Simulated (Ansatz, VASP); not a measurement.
**Zn in VASP and in Ansatz**

```xyz
2
Lattice="2.6883 0.0000 0.0000 -1.3442 2.3282 0.0000 0.0000 0.0000 4.7879" Properties=species:S:1:pos:R:3 pbc="T T T"
Zn    0.0000    1.5521    1.1970
Zn    1.3442    0.7761    3.5909
```

Alike in both runs: functional PBE; k mesh 17 × 17 × 9; occupations fermi-dirac, width 0.05 eV; no spin polarisation.

Ansatz relaxed the structure, and its values are those at the end. VASP's run is a single point on that final structure, the one shown.

|  | VASP | Ansatz |
| --- | --- | --- |
| version | VASP 6.6.1 | Ansatz 0.2.0 |
| potentials or method | VASP PAW PBE potentials, release 64 (Zn) | PAW with Ansatz's default frozen-core files, scalar-relativistic |
| plane-wave cutoff (eV) | 520 | 420 |
| valence electrons in the cell | 24 | 24 |

```tsv
	VASP	Ansatz	Ansatz less VASP
pressure (GPa)	0.4	0.0	-0.35
```

The functional is the same, so the differences come from potentials, cutoffs and numerics.
